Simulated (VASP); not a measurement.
# ZnCd3Se2S2 (P1) in VASP: relaxation of cell and atoms with PBE

Aim: the relaxation of cell and atoms of ZnCd3Se2S2 with PBE.

Everything below comes from runs of VASP 6.6.1. Logs are shortened: lines on timing, memory, paths and dates and some standing lists are left out, and cuts for length are marked.

### 1 The cell of the first run

The typed cell holds 8 atoms: a = 5.885 Å, b = 6.036 Å, c = 7.530 Å, α = 115.68°, β = 114.52°, γ = 89.39°.

### 2 Relaxation of cell and atoms, PBE

Contents of INCAR:

```
PREC     = Accurate       # precision mode
ENCUT    = 600            # plane-wave cutoff, eV
EDIFF    = 1E-6           # SCF threshold, eV
ISMEAR   = 0              # smearing method
SIGMA    = 0.1            # smearing width, eV
LREAL    = False          # projectors in reciprocal space
LASPH    = True           # aspherical terms in the spheres
NELM     = 80             # most SCF steps
ALGO     = Normal         # electronic algorithm
ISIF     = 3              # what is computed and relaxed
LWAVE    = False          # write WAVECAR
LCHARG   = False          # write CHGCAR
GGA      = PE             # functional
IBRION   = 2              # ionic algorithm
NSW      = 80             # ionic steps
EDIFFG   = -0.025         # ionic threshold
```

Contents of KPOINTS:

```
regular mesh
0
Gamma
  4 4 4
```

Contents of POSCAR:

```
ZnCd3Se2S2
1.0
    4.1827923649      4.1389476590      0.0735815841
    4.2899774535     -4.2454148078      0.1066138746
   -4.3639501045      0.0764613862     -6.1362379945
Zn Cd Se S
1 3 2 2
Direct
   -0.0053257378      0.0380434355     -0.0039422723
    0.7442090172      0.2067347893      0.4629069479
    0.2419280829      0.7510667512      0.4921781326
    0.4908429478      0.4629584657      0.0003568543
    0.6673771844      0.1268404283      0.7665360554
    0.1197922780      0.6339466119      0.7958126253
    0.3551160337      0.3761530764      0.2231602783
    0.8860601938      0.9042564418      0.2629913786
```

Potentials or basis: VASP PAW PBE potentials, release 64 (Zn, Cd, Se, S).

Run with:

```sh
$ cat potpaw_PBE.64/Zn/POTCAR potpaw_PBE.64/Cd/POTCAR potpaw_PBE.64/Se/POTCAR potpaw_PBE.64/S/POTCAR > POTCAR
$ mpirun -np 1 vasp_std > vasp.out
```

OUTCAR:

```text
PREC = Accurate
   ENCUT = 600
   EDIFF = 1E-6
   ISMEAR = 0
   LREAL = False
   LASPH = True
   NELM = 80
   ISIF = 3
   GGA = PE
   IBRION = 2
   NSW = 80
   EDIFFG = -0.025

 ion  position               nearest neighbor table
   1  0.995  0.038  0.996-   5 2.24   7 2.38   6 2.54   8 2.75
   2  0.744  0.207  0.463-   8 2.22   5 2.74   7 2.77   6 2.78
   3  0.242  0.751  0.492-   8 2.56   7 2.60   5 2.73   6 3.00
   4  0.491  0.463  0.000-   7 2.37   5 2.58   6 2.60   8 2.86
   5  0.667  0.127  0.767-   1 2.24   4 2.58   3 2.73   2 2.74
   6  0.120  0.634  0.796-   1 2.54   4 2.60   2 2.78   3 3.00
   7  0.355  0.376  0.223-   4 2.37   1 2.38   3 2.60   2 2.77
   8  0.886  0.904  0.263-   2 2.22   3 2.56   1 2.75   4 2.86

  LATTYP: Found a triclinic cell.
 ALAT       =     6.0364575672
 B/A-ratio  =     1.4040278449
 C/A-ratio  =     2.3046761052
 COS(alpha) =     0.0045573688
 COS(beta)  =     0.6286901230
 COS(gamma) =     0.7196715313

  Lattice vectors:

 A1 = (  -4.2899774535,   4.2454148078,  -0.1066138746)
 A2 = (  -8.4727698184,   0.1064671488,  -0.1801954587)
 A3 = (  -0.0332124376,  12.5533158884,   5.9965918294)

Analysis of symmetry for initial positions (statically):
=====================================================================
 Subroutine PRICEL returns:
 Original cell was already a primitive cell.

 Routine SETGRP: Setting up the symmetry group for a
 triclinic supercell.

 Subroutine GETGRP returns: Found  1 space group operations
 (whereof  1 operations were pure point group operations)
 out of a pool of  2 trial point group operations.

The static configuration has the point symmetry C_1 .

Analysis of symmetry for dynamics (positions and initial velocities):
=====================================================================
 Subroutine PRICEL returns:
 Original cell was already a primitive cell.

 Routine SETGRP: Setting up the symmetry group for a
 triclinic supercell.

 Subroutine GETGRP returns: Found  1 space group operations
 (whereof  1 operations were pure point group operations)
 out of a pool of  2 trial point group operations.

The dynamic configuration has the point symmetry C_1 .

 Subroutine INISYM returns: Found  1 space group operations
 (whereof  1 operations are pure point group operations),
 and found     1 'primitive' translations

----------------------------------------------------------------------------------------

                                     Primitive cell

  volume of cell :     214.6215

  direct lattice vectors                    reciprocal lattice vectors
     4.182792365  4.138947659  0.073581584     0.121342551  0.120486817 -0.084794665
     4.289977453 -4.245414808  0.106613875     0.118362748 -0.118093945 -0.085648365
    -4.363950104  0.076461386 -6.136237995     0.003511547 -0.000607024 -0.165471194

  length of vectors
     5.884900504  6.036457567  7.530160927     0.190869649  0.187860487  0.165509563

  position of ions in fractional coordinates (direct lattice)
     0.994674262  0.038043436  0.996057728
     0.744209017  0.206734789  0.462906948
     0.241928083  0.751066751  0.492178133
     0.490842948  0.462958466  0.000356854
     0.667377184  0.126840428  0.766536055
     0.119792278  0.633946612  0.795812625
     0.355116034  0.376153076  0.223160278
     0.886060194  0.904256442  0.262991379

  ion indices of the primitive-cell ions
   primitive index   ion index
                 1           1
                 2           2
                 3           3
                 4           4
                 5           5
                 6           6
                 7           7
                 8           8

----------------------------------------------------------------------------------------

 KPOINTS: regular mesh

Automatic generation of k-mesh.
 Grid dimensions read from file:
 generate k-points for:    4    4    4

 Generating k-lattice:

  Cartesian coordinates                     Fractional coordinates (reciprocal lattice)
     0.030335638  0.030121704 -0.021198666     0.250000000  0.000000000  0.000000000
     0.029590687 -0.029523486 -0.021412091    -0.000000000  0.250000000  0.000000000
     0.000877887 -0.000151756 -0.041367799    -0.000000000 -0.000000000  0.250000000

  Length of vectors
     0.047717412  0.046965122  0.041377391

  Shift w.r.t. Gamma in fractional coordinates (k-lattice)
     0.000000000  0.000000000  0.000000000

 Subroutine IBZKPT returns following result:
 ===========================================

 Found     36 irreducible k-points:

 Following reciprocal coordinates:
            Coordinates               Weight
  0.000000  0.000000  0.000000      1.000000
  0.250000  0.000000  0.000000      2.000000
  0.500000  0.000000  0.000000      1.000000
 -0.000000  0.250000  0.000000      2.000000
  0.250000  0.250000  0.000000      2.000000
  0.500000  0.250000  0.000000      2.000000
[... 16 lines left out ...]
  0.000000 -0.250000  0.250000      2.000000
  0.250000 -0.250000  0.250000      2.000000
 [... further k-points ...]
   k-points           NKPTS =     36   k-points in BZ     NKDIM =     36   number of bands    NBANDS=     43
   number of dos      NEDOS =    301   number of ions     NIONS =      8
   total plane-waves  NPLWV = 138240
   dimension x,y,z NGX =    48 NGY =   48 NGZ =   60
   dimension x,y,z NGXF=    96 NGYF=   96 NGZF=  120
   ions per type =               1   3   2   2
   NGX,Y,Z   is equivalent  to a cutoff of  13.56, 13.22, 13.25 a.u.
   NGXF,Y,Z  is equivalent  to a cutoff of  27.12, 26.44, 26.49 a.u.
 SYSTEM =  unknown system
   PREC   = accura    normal or accurate (medium, high low for compatibility)
   ISTART =      0    job   : 0-new  1-cont  2-samecut
   ICHARG =      2    charge: 1-file 2-atom 10-const
   ISPIN  =      1    spin polarized calculation?
   LNONCOLLINEAR =      F non collinear calculations
   LSORBIT =      F    spin-orbit coupling
   LASPH  =      T    aspherical Exc in radial PAW
   ENCUT  =  600.0 eV  44.10 Ry    6.64 a.u.  11.75 12.06 15.04*2*pi/ulx,y,z
   NELM   =     80;   NELMIN=  2; NELMDL= -5     # of ELM steps
   EDIFF  = 0.1E-05   stopping-criterion for ELM
   LREAL  =      F    real-space projection
   EDIFFG = -.3E-01   stopping-criterion for IOM
   NSW    =     80    number of steps for IOM
   IBRION =      2    ionic relax: 0-MD 1-quasi-New 2-CG
   NFREE  =      1    steps in history (QN), initial steepest desc. (CG)
   ISIF   =      3    stress and relaxation
   ISYM   =      2    0-nonsym 1-usesym 2-fastsym
   POTIM  = 0.5000    time-step for ionic-motion
   TEBEG  =    0.0;   TEEND  =   0.0 temperature during run
   PSTRESS=    0.0 pullay stress
   NELECT =      72.0000    total number of electrons
   NUPDOWN=      -1.0000    fix difference up-down
   EMIN   =  10.00;   EMAX   =-10.00  energy-range for DOS
   EFERMI =   0.00;   METHOD = LEGACY
   ISMEAR =     0;   SIGMA  =   0.10  broadening in eV -4-tet -1-fermi 0-gaus
   EFERMI_NEDOS =   21; number of points for ismear=-14 and -15
   IALGO  =     38    algorithm
   IMIX   =      4    mixing-type and parameters
     AMIX     =   0.40;   BMIX     =  1.00
     AMIX_MAG =   1.60;   BMIX_MAG =  1.00
  volume/ion in A,a.u.               =      26.83       181.04
  Fermi-wavevector in a.u.,A,eV,Ry     =   1.137526  2.149612 17.605460  1.293965
  Thomas-Fermi vector in A             =   2.274231
   LORBIT       =      0    0 simple, 1 ext, 2 COOP (PROOUT), +10 PAW based schemes
   GGA     = PE    functional components
   LHFCALC =     F    Hartree Fock is set to
   AEXX    =    0.0000 exact exchange contribution
   IVDW    =     0    specifies the selected vdW correction
   LEPSILON=     F    determine dielectric tensor
   LRPA    =     F    only Hartree local field effects (RPA)
 conjugate gradient relaxation of ions
 non-spin polarized calculation
 Gauss-broadening in eV      SIGMA  =   0.10
  energy-cutoff  :      600.00
  volume of cell :      214.62
 maximum number of plane-waves:      7194
   NGX = 23   NGY = 25   NGZ = 31

--------------------------------------- Ionic step        1  -------------------------------------------

 number of electron      72.0000002 magnetization

 Free energy of the ion-electron system (eV)
  ---------------------------------------------------
  ext. energy  EPLUGINS =         0.00000000
  ---------------------------------------------------
  free energy    TOTEN  =       -22.47570885 eV

  energy without entropy =      -22.47570884  energy(sigma->0) =      -22.47570885

------------------------ aborting loop because EDIFF is reached ----------------------------------------

  FORCE on cell =-STRESS in cart. coord.  units (eV):
  Direction    XX          YY          ZZ          XY          YZ          ZX
  --------------------------------------------------------------------------------------
  -------------------------------------------------------------------------------------
  Total       -1.2166237      6.4800375      2.2131609      1.1912283      1.5830528      0.6985259
  in kB       -9.0822521     48.3743138     16.5215309      8.8926722     11.8176932      5.2145858
  external PRESSURE =      18.6045309 kB  Pullay stress =       0.0000000 kB
[... 107 lines left out ...]
  FREE ENERGIE OF THE ION-ELECTRON SYSTEM (eV)
  ---------------------------------------------------
  free  energy   TOTEN  =       -23.3201794946 eV

  energy  without entropy=      -23.3201781753  energy(sigma->0) =      -23.32017883

[... ionic steps 4 to 17 ...]

--------------------------------------- Ionic step       18  -------------------------------------------

 number of electron      72.0000003 magnetization

------------------------ aborting loop because EDIFF is reached ----------------------------------------

  FORCE on cell =-STRESS in cart. coord.  units (eV):
  Direction    XX          YY          ZZ          XY          YZ          ZX
  --------------------------------------------------------------------------------------
  -------------------------------------------------------------------------------------
  Total       -0.0051429      0.0393426      0.0704757      0.0129241      0.0102619      0.0543477
  in kB       -0.0392047      0.2999093      0.5372377      0.0985209      0.0782269      0.4142934
  external PRESSURE =       0.2659808 kB  Pullay stress =       0.0000000 kB
[... 69 lines left out ...]
  energy  without entropy=      -23.8107926103  energy(sigma->0) =      -23.81079261

--------------------------------------- Ionic step       20  -------------------------------------------

 number of electron      72.0000003 magnetization

 Free energy of the ion-electron system (eV)
  ---------------------------------------------------
  ext. energy  EPLUGINS =         0.00000000
  ---------------------------------------------------
  free energy    TOTEN  =       -23.81100094 eV

  energy without entropy =      -23.81100094  energy(sigma->0) =      -23.81100094

 E-fermi :   1.3667     XC(G=0):  -8.9155

 val. band max:        0.9633989083   @ k =   0.0000   0.0000   0.0000
 cond. band min:       1.7694404793   @ k =   0.0000   0.0000   0.0000
 fundamental gap:      0.8060415710
 Fermi energy:         1.3666937312

 k-point     1 :       0.0000    0.0000    0.0000
  band No.  band energies     occupation
      1     -11.4729      2.00000
      2     -10.8680      2.00000
      3     -10.8574      2.00000
      4     -10.8355      2.00000
      5      -6.7579      2.00000
      6      -6.7546      2.00000
[... 1093 lines left out ...]
     42       6.3106      0.00000
     43       6.3811      0.00000

 [... further k-points ...]

------------------------ aborting loop because EDIFF is reached ----------------------------------------

  FORCE on cell =-STRESS in cart. coord.  units (eV):
  Direction    XX          YY          ZZ          XY          YZ          ZX
  --------------------------------------------------------------------------------------
  -------------------------------------------------------------------------------------
  Total       -0.0395176     -0.0177111     -0.0024910      0.0069268      0.0074961      0.0041718
  in kB       -0.3009765     -0.1348929     -0.0189719      0.0527561      0.0570926      0.0317735
  external PRESSURE =      -0.1516137 kB  Pullay stress =       0.0000000 kB
[... 23 lines left out ...]
  FREE ENERGIE OF THE ION-ELECTRON SYSTEM (eV)
  ---------------------------------------------------
  free  energy   TOTEN  =       -23.8110009447 eV

  energy  without entropy=      -23.8110009445  energy(sigma->0) =      -23.81100094

 reached required accuracy - stopping structural energy minimisation
```

Run time: 42 min. Hardware: 1 thread of Intel Xeon 6975P-C (Granite Rapids), shared host; peak memory 0.7 GiB.

Results:

```
Free energy                           : -23.8110 eV
Relaxed volume                        : 26.30 Å³/atom
Relaxed cell                          : a = 5.952 Å, b = 5.955 Å, c = 7.268 Å, α = 114.04°, β = 113.97°, γ = 90.36°
Space group after relaxing (to 0.1 Å) : Fmm2 (No. 42)
Energy gained by relaxing             : 166.9 meV/atom
Ionic steps                           : 20
Pressure after relaxing               : 0.0 GPa
Largest force after relaxing          : 0.018 eV/Å
Band gap on the k mesh                : 0.81 eV
```

Forces on the atoms (eV/Å):
```
Zn  -0.012 -0.006  0.000
Cd   0.005  0.015 -0.006
Cd   0.004 -0.012  0.013
Cd  -0.006  0.006  0.001
Se  -0.002 -0.010 -0.001
Se   0.003 -0.007 -0.006
S    0.002  0.014  0.000
S    0.006  0.000  0.000
```

The path:
```csv
step,energy change (eV),largest force (eV/Å),pressure (GPa),volume (Å³)
1,0.0000,3.4078,1.86,214.62
2,-0.8441,0.9320,-2.48,224.29
3,-0.8445,0.9441,-2.39,223.87
4,-1.1321,0.7576,-0.37,212.40
5,-1.1874,0.5469,1.43,205.08
6,-1.2815,0.2916,0.62,207.81
7,-1.2847,0.3558,0.47,208.42
8,-1.3086,0.1913,-0.29,211.33
9,-1.3095,0.1632,-0.44,211.99
10,-1.3191,0.1202,-0.02,210.24
11,-1.3202,0.1450,0.20,209.43
12,-1.3253,0.1229,0.09,209.88
13,-1.3276,0.1085,-0.04,210.45
14,-1.3317,0.0741,-0.07,210.54
15,-1.3329,0.0704,-0.08,210.61
16,-1.3341,0.0485,0.08,209.98
17,-1.3342,0.0425,0.15,209.70
18,-1.3350,0.0298,0.03,210.18
19,-1.3351,0.0310,-0.02,210.37
20,-1.3353,0.0175,-0.02,210.36
```

Final structure:
```
Zn Cd Se S
1.0
     4.19657    4.22107   -0.00196
     4.19673   -4.22460    0.00318
    -4.19366    0.00294   -5.93575
Zn Cd Se S
1 3 2 2
Direct
  0.00922 0.00792 0.01629
  0.74120 0.24329 0.48581
  0.24387 0.74421 0.48871
  0.50455 0.50403 0.00699
  0.64705 0.11624 0.76302
  0.11613 0.64482 0.76269
  0.35438 0.35606 0.23786
  0.88361 0.88342 0.23863
```

Levels at points of the mesh, in eV from the valence-band top:
| k point | band 33 | band 34 | band 35 | band 36 | band 37 | band 38 | band 39 | band 40 |
| --- | --- | --- | --- | --- | --- | --- | --- | --- |
| (0.00, 0.00, 0.00) | -1.80 | -0.10 | -0.05 | 0.00 | 0.81 | 3.33 | 3.76 | 4.94 |
| (0.50, 0.00, 0.00) | -1.31 | -1.20 | -0.78 | -0.74 | 3.45 | 3.55 | 4.49 | 4.58 |
| (0.00, 0.50, 0.00) | -1.30 | -1.20 | -0.78 | -0.75 | 3.45 | 3.54 | 4.50 | 4.56 |
| (0.50, 0.50, 0.00) | -0.79 | -0.74 | -0.59 | -0.41 | 2.50 | 2.62 | 3.67 | 4.03 |
| (0.00, 0.00, 0.50) | -1.36 | -1.26 | -0.84 | -0.68 | 3.15 | 3.21 | 3.44 | 3.56 |
| (0.50, 0.00, 0.50) | -1.30 | -1.21 | -0.79 | -0.75 | 3.45 | 3.55 | 4.50 | 4.58 |
| (0.00, 0.50, 0.50) | -1.30 | -1.20 | -0.79 | -0.75 | 3.45 | 3.54 | 4.50 | 4.57 |
| (0.50, 0.50, 0.50) | -0.80 | -0.77 | -0.60 | -0.36 | 2.44 | 2.72 | 3.87 | 3.89 |
